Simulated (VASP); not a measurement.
# C (Fd-3m) in VASP: notebook

The runs below take C through single point, with r2SCAN.

All numbers are computed with VASP 6.6.1; they aren't measurements. Logs are shortened: lines on timing, memory, paths and dates and some standing lists are left out, and cuts for length are marked.

## 1. The cell of the first run

The structure is cubic, space group Fd-3m (No. 227). Conventional cell: a = 3.412 Å, b = 3.412 Å, c = 3.412 Å, α = 90.00°, β = 90.00°, γ = 90.00°. Within 2.0 Å of C (site symmetry -43m) lie 4 C at 1.48 Å.

## 2. Single point, r2SCAN (volume scaled by 0.88)

POSCAR reads:

```
C
1.0
    0.0000000000      1.7058470988      1.7058470988
    1.7058470988      0.0000000000      1.7058470988
    1.7058470988      1.7058470988      0.0000000000
C
2
Direct
   -0.1250000000     -0.1250000000     -0.1250000000
    0.1250000000      0.1250000000      0.1250000000
```

INCAR.step1 reads:

```
SYSTEM = C
PREC = Accurate
ENCUT = 520
ISMEAR = -1
SIGMA = 0.08
LREAL = .FALSE.
LASPH = .TRUE.
NELM = 100
NBANDS = 11
GGA = PE
ALGO = Normal
EDIFF = 1E-4
LWAVE = .TRUE.
LCHARG = .FALSE.
```

INCAR.step2 reads:

```
SYSTEM = C
PREC = Accurate
ENCUT = 520
EDIFF = 1E-6
ISMEAR = -1
SIGMA = 0.08
LREAL = .FALSE.
LASPH = .TRUE.
NELM = 100
ALGO = Normal
ISIF = 2
LWAVE = .FALSE.
LCHARG = .FALSE.
METAGGA = R2SCAN
LMIXTAU = .TRUE.
NBANDS = 11
ISTART = 1
```

KPOINTS reads:

```
Automatic mesh
0
G
  20 20 20
  0 0 0
```

Potentials or basis: VASP PAW PBE potentials, release 64 (C).

On the command line:

```
cat potpaw_PBE.64/C/POTCAR > POTCAR
cp INCAR.step1 INCAR
mpirun -np 1 vasp_std > vasp.out
cp INCAR.step2 INCAR
mpirun -np 1 vasp_std > vasp.out
```

OUTCAR:

```text
SYSTEM = C
   PREC = Accurate
   ENCUT = 520
   EDIFF = 1E-6
   ISMEAR = -1
   LREAL = .FALSE.
   LASPH = .TRUE.
   NELM = 100
   ISIF = 2
   METAGGA = R2SCAN
   ISTART = 1

 ion  position               nearest neighbor table
   1  0.875  0.875  0.875-   2 1.48   2 1.48   2 1.48   2 1.48
   2  0.125  0.125  0.125-   1 1.48   1 1.48   1 1.48   1 1.48

  LATTYP: Found a face centered cubic cell.
 ALAT       =     3.4116941976

  Lattice vectors:

 A1 = (   0.0000000000,   1.7058470988,   1.7058470988)
 A2 = (   1.7058470988,   0.0000000000,   1.7058470988)
 A3 = (   1.7058470988,   1.7058470988,   0.0000000000)

Analysis of symmetry for initial positions (statically):
=====================================================================
 Subroutine PRICEL returns:
 Original cell was already a primitive cell.

 Routine SETGRP: Setting up the symmetry group for a
 face centered cubic supercell.

 Subroutine GETGRP returns: Found 48 space group operations
 (whereof 12 operations were pure point group operations)
 out of a pool of 48 trial point group operations.

The static configuration has the point symmetry D_3d.
 The point group associated with its full space group is O_h .

Analysis of symmetry for dynamics (positions and initial velocities):
=====================================================================
 Subroutine PRICEL returns:
 Original cell was already a primitive cell.

 Routine SETGRP: Setting up the symmetry group for a
 face centered cubic supercell.

 Subroutine GETGRP returns: Found 48 space group operations
 (whereof 12 operations were pure point group operations)
 out of a pool of 48 trial point group operations.

The dynamic configuration has the point symmetry D_3d.
 The point group associated with its full space group is O_h .

 Subroutine INISYM returns: Found 48 space group operations
 (whereof 12 operations are pure point group operations),
 and found     1 'primitive' translations

----------------------------------------------------------------------------------------

                                     Primitive cell

  volume of cell :       9.9277

  direct lattice vectors                    reciprocal lattice vectors
     0.000000000  1.705847099  1.705847099    -0.293109506  0.293109506  0.293109506
     1.705847099  0.000000000  1.705847099     0.293109506 -0.293109506  0.293109506
     1.705847099  1.705847099  0.000000000     0.293109506  0.293109506 -0.293109506

  length of vectors
     2.412432102  2.412432102  2.412432102     0.507680556  0.507680556  0.507680556

  position of ions in fractional coordinates (direct lattice)
     0.875000000  0.875000000  0.875000000
     0.125000000  0.125000000  0.125000000

  ion indices of the primitive-cell ions
   primitive index   ion index
                 1           1
                 2           2

----------------------------------------------------------------------------------------

 KPOINTS: Automatic mesh

Automatic generation of k-mesh.
 Grid dimensions read from file:
 generate k-points for:   20   20   20

 Generating k-lattice:

  Cartesian coordinates                     Fractional coordinates (reciprocal lattice)
    -0.014655475  0.014655475  0.014655475     0.050000000  0.000000000  0.000000000
     0.014655475 -0.014655475  0.014655475     0.000000000  0.050000000  0.000000000
     0.014655475  0.014655475 -0.014655475     0.000000000  0.000000000  0.050000000

  Length of vectors
     0.025384028  0.025384028  0.025384028

  Shift w.r.t. Gamma in fractional coordinates (k-lattice)
     0.000000000  0.000000000  0.000000000

 Subroutine IBZKPT returns following result:
 ===========================================

 Found    256 irreducible k-points:

 Following reciprocal coordinates:
            Coordinates               Weight
  0.000000  0.000000  0.000000      1.000000
  0.050000  0.000000  0.000000      8.000000
  0.100000  0.000000  0.000000      8.000000
  0.150000  0.000000  0.000000      8.000000
  0.200000  0.000000  0.000000      8.000000
  0.250000  0.000000  0.000000      8.000000
[... 16 lines left out ...]
 -0.400000  0.050000  0.000000     24.000000
 -0.350000  0.050000  0.000000     24.000000
 [... further k-points ...]
   k-points           NKPTS =    256   k-points in BZ     NKDIM =    256   number of bands    NBANDS=     11
   number of dos      NEDOS =    301   number of ions     NIONS =      2
   total plane-waves  NPLWV =   5832
   dimension x,y,z NGX =    18 NGY =   18 NGZ =   18
   dimension x,y,z NGXF=    36 NGYF=   36 NGZF=   36
   ions per type =               2
   NGX,Y,Z   is equivalent  to a cutoff of  12.40, 12.40, 12.40 a.u.
   NGXF,Y,Z  is equivalent  to a cutoff of  24.81, 24.81, 24.81 a.u.
 SYSTEM =  C
   PREC   = accura    normal or accurate (medium, high low for compatibility)
   ISTART =      1    job   : 0-new  1-cont  2-samecut
   ICHARG =      0    charge: 1-file 2-atom 10-const
   ISPIN  =      1    spin polarized calculation?
   LNONCOLLINEAR =      F non collinear calculations
   LSORBIT =      F    spin-orbit coupling
   LASPH  =      T    aspherical Exc in radial PAW
   ENCUT  =  520.0 eV  38.22 Ry    6.18 a.u.   4.49  4.49  4.49*2*pi/ulx,y,z
   NELM   =    100;   NELMIN=  2; NELMDL=  0     # of ELM steps
   EDIFF  = 0.1E-05   stopping-criterion for ELM
   LREAL  =      F    real-space projection
   EDIFFG = 0.1E-04   stopping-criterion for IOM
   NSW    =      0    number of steps for IOM
   IBRION =     -1    ionic relax: 0-MD 1-quasi-New 2-CG
   NFREE  =      0    steps in history (QN), initial steepest desc. (CG)
   ISIF   =      2    stress and relaxation
   ISYM   =      2    0-nonsym 1-usesym 2-fastsym
   POTIM  = 0.5000    time-step for ionic-motion
   TEBEG  =    0.0;   TEEND  =   0.0 temperature during run
   PSTRESS=    0.0 pullay stress
   NELECT =       8.0000    total number of electrons
   NUPDOWN=      -1.0000    fix difference up-down
   EMIN   =  10.00;   EMAX   =-10.00  energy-range for DOS
   EFERMI =   0.00;   METHOD = LEGACY
   ISMEAR =    -1;   SIGMA  =   0.08  broadening in eV -4-tet -1-fermi 0-gaus
   EFERMI_NEDOS =   21; number of points for ismear=-14 and -15
   IALGO  =     38    algorithm
   IMIX   =      4    mixing-type and parameters
     AMIX     =   0.40;   BMIX     =  1.00
     AMIX_MAG =   1.60;   BMIX_MAG =  1.00
  volume/ion in A,a.u.               =       4.96        33.50
  Fermi-wavevector in a.u.,A,eV,Ry     =   1.523426  2.878858 31.576770  2.320827
  Thomas-Fermi vector in A             =   2.631871
   LORBIT       =      0    0 simple, 1 ext, 2 COOP (PROOUT), +10 PAW based schemes
   METAGGA = R2SCAN    functional components
   LHFCALC =     F    Hartree Fock is set to
   AEXX    =    0.0000 exact exchange contribution
   IVDW    =     0    specifies the selected vdW correction
   LEPSILON=     F    determine dielectric tensor
   LRPA    =     F    only Hartree local field effects (RPA)
 non-spin polarized calculation
  energy-cutoff  :      520.00
  volume of cell :        9.93
 maximum number of plane-waves:       283
 NGX is ok and might be reduce to    18
   NGX =  9   NGY =  9   NGZ =  9

 number of electron       8.0000001 magnetization

 Free energy of the ion-electron system (eV)
  ---------------------------------------------------
  ext. energy  EPLUGINS =         0.00000000
  ---------------------------------------------------
  free energy    TOTEN  =       -19.36413701 eV

  energy without entropy =      -19.36413701  energy(sigma->0) =      -19.36413701

 E-fermi :  13.2074     XC(G=0): -15.0042

 val. band max:       11.7489480231   @ k =   0.0000   0.0000   0.0000
 cond. band min:      16.3919148505   @ k =   0.3500   0.3500   0.0000
 fundamental gap:      4.6429668274
 Fermi energy:        13.2074213036

 k-point     1 :       0.0000    0.0000    0.0000
  band No.  band energies     occupation
      1     -12.8804      2.00000
      2      11.7489      2.00000
      3      11.7489      2.00000
      4      11.7489      2.00000
      5      17.9523      0.00000
      6      17.9523      0.00000
      7      17.9523      0.00000
      8      28.9013      0.00000
      9      34.0849      0.00000
     10      40.6760      0.00000
     11      40.6760      0.00000

 k-point     2 :       0.0500    0.0000    0.0000
  band No.  band energies     occupation
      1     -12.8011      2.00000
      2      11.1644      2.00000
      3      11.5950      2.00000
      4      11.5950      2.00000
      5      18.1531      0.00000
      6      18.1531      0.00000
      7      18.3490      0.00000
      8      28.9318      0.00000
      9      34.2202      0.00000
     10      39.4040      0.00000
     11      39.4040      0.00000

 k-point     3 :       0.1000    0.0000    0.0000
  band No.  band energies     occupation
      1     -12.5642      2.00000
      2       9.7520      2.00000
      3      11.1974      2.00000
      4      11.1974      2.00000
      5      18.6759      0.00000
      6      18.6759      0.00000
      7      19.2095      0.00000
      8      29.0205      0.00000
      9      34.5802      0.00000
     10      37.9303      0.00000
     11      37.9303      0.00000

 k-point     4 :       0.1500    0.0000    0.0000
  band No.  band energies     occupation
      1     -12.1703      2.00000
      2       7.9611      2.00000
      3      10.6794      2.00000
      4      10.6794      2.00000
      5      19.3550      0.00000
      6      19.3550      0.00000
      7      20.1226      0.00000
      8      29.1573      0.00000
      9      35.0353      0.00000
     10      36.8414      0.00000
     11      36.8414      0.00000

 k-point     5 :       0.2000    0.0000    0.0000
  band No.  band energies     occupation
      1     -11.6209      2.00000
      2       6.0215      2.00000
      3      10.1391      2.00000
      4      10.1391      2.00000
      5      20.0290      0.00000
      6      20.0290      0.00000
      7      20.9187      0.00000
      8      29.3223      0.00000
      9      35.4234      0.00000
     10      36.2416      0.00000
     11      36.2416      0.00000
[... 211 lines left out ...]
 k-point    21 :       0.5000    0.0500    0.0000
  band No.  band energies     occupation
      1      -6.1518      2.00000
      2      -3.7186      2.00000
      3       8.1195      2.00000
      4       8.2320      2.00000
      5      21.0449      0.00000
      6      21.4764      0.00000
      7      23.0646      0.00000
      8      29.7674      0.00000
      9      36.7511      0.00000
     10      40.1729      0.00000
     11      40.8236      0.00000

 k-point    22 :      -0.4500    0.0500    0.0000
  band No.  band energies     occupation
      1      -6.4130      2.00000
      2      -3.4138      2.00000
      3       8.0202      2.00000
      4       8.3658      2.00000
      5      21.1773      0.00000
      6      21.3491      0.00000
      7      23.0433      0.00000
      8      29.7784      0.00000
      9      36.7290      0.00000
     10      40.0489      0.00000
     11      40.2554      0.00000

 k-point    23 :      -0.4000    0.0500    0.0000
  band No.  band energies     occupation
      1      -7.5179      2.00000
      2      -2.0054      2.00000
      3       8.0276      2.00000
      4       8.6010      2.00000
      5      21.2175      0.00000
      6      21.3186      0.00000
      7      22.9260      0.00000
      8      29.7221      0.00000
      9      36.4656      0.00000
     10      38.4969      0.00000
     11      40.3083      0.00000

 k-point    24 :      -0.3500    0.0500    0.0000
  band No.  band energies     occupation
      1      -8.6536      2.00000
      2      -0.3126      2.00000
      3       8.1442      2.00000
      4       8.9308      2.00000
      5      21.0482      0.00000
      6      21.4289      0.00000
      7      22.7063      0.00000
      8      29.5969      0.00000
      9      36.1714      0.00000
     10      36.9842      0.00000
     11      39.4987      0.00000

 [... further k-points ...]
[... 5 lines left out ...]
  --------------------------------------------------------------------------------------
  -------------------------------------------------------------------------------------
  Total        4.6093700      4.6093700      4.6093700     -0.0000000     -0.0000000     -0.0000000
  in kB      743.8782393    743.8782393    743.8782393     -0.0000000     -0.0000000     -0.0000000
  external PRESSURE =     743.8782393 kB  Pullay stress =       0.0000000 kB

 VOLUME and BASIS-vectors are now :
 -----------------------------------------------------------------------------
  energy-cutoff  :      520.00
  volume of cell :        9.93
      direct lattice vectors                 reciprocal lattice vectors
     0.000000000  1.705847099  1.705847099    -0.293109506  0.293109506  0.293109506
     1.705847099  0.000000000  1.705847099     0.293109506 -0.293109506  0.293109506
     1.705847099  1.705847099  0.000000000     0.293109506  0.293109506 -0.293109506

 POSITION                                       TOTAL-FORCE (eV/Angst)
 -----------------------------------------------------------------------------------
      2.98523      2.98523      2.98523        -0.000000     -0.000000     -0.000000
      0.42646      0.42646      0.42646         0.000000      0.000000      0.000000
 -----------------------------------------------------------------------------------
    total drift:                                0.000000      0.000000      0.000000

  FREE ENERGIE OF THE ION-ELECTRON SYSTEM (eV)
  ---------------------------------------------------
  free  energy   TOTEN  =       -19.3641370130 eV

  energy  without entropy=      -19.3641370130  energy(sigma->0) =      -19.36413701
```

Wall time 65 s (1 thread of Intel Xeon 6975P-C, shared host); peak memory 0.13 GiB.

Results:

- Free energy: -19.3641 eV
- Pressure: 74.4 GPa
- Band gap on the k mesh: 4.64 eV, indirect (least direct gap 6.20 eV)

Caveat: the PAW data sets were made with another functional, which shifts forces and pressure a little. A k mesh can miss the band edges.

(Part 1 of 2 ends here.)
